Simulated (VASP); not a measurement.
Here is a VASP 6.6.1 calculation.

Contents of INCAR:

```
SYSTEM = LaAl2N3
PREC = Accurate
ENCUT = 600
EDIFF = 1E-6
ISMEAR = 0
SIGMA = 0.1
LREAL = .FALSE.
LASPH = .TRUE.
NELM = 80
ALGO = Normal
ISIF = 3
LWAVE = .FALSE.
LCHARG = .FALSE.
GGA = PE
IBRION = 2
NSW = 90
EDIFFG = -0.04
```

The input KPOINTS:

```
Automatic mesh
0
G
  6 6 4
  0 0 0
```

POSCAR

```
LaAl2N3
1.0
    4.0132943500      0.0000000000      0.0000000000
   -2.0066471800      3.4756148600      0.0000000000
    0.0000000000      0.0000000000      7.0196288500
La Al N
1 2 3
Direct
    0.0000000000      0.0000000000      0.0000000000
    0.0000000000      0.0000000000      0.3722211100
    0.0000000000      0.0000000000      0.6277788900
    0.5000000000      0.0000000000      0.0000000000
    0.0000000000      0.5000000000      0.0000000000
    0.5000000000      0.5000000000      0.0000000000
```

Potentials or basis: VASP PAW PBE potentials, release 64 (La, Al, N).

The run is started by

```bash
$ cat potpaw_PBE.64/La/POTCAR potpaw_PBE.64/Al/POTCAR potpaw_PBE.64/N/POTCAR > POTCAR
$ mpirun -np 1 vasp_std > vasp.out
```

Q: Predict the space group after relaxing (to 0.05 Å).

A: P6/mmm (No. 191).

Q: Estimate the band gap on the k mesh.

A: Zero (band 16 reaches 1.77 eV, above the bottom of band 17 at 1.31 eV).

Final structure:
```
La Al N
1.0
     4.64057    0.00000    0.00000
    -2.32028    4.01885    0.00000
     0.00000    0.00000    8.97610
La Al N
1 2 3
Direct
  0.00000 0.00000 0.00000
  0.00000 0.00000 0.35481
  0.00000 0.00000 0.64519
  0.50000 0.00000 0.00000
  0.00000 0.50000 0.00000
  0.50000 0.50000 0.00000
```

Caveat: spin-orbit coupling is left out, which moves the levels of the heavy elements.
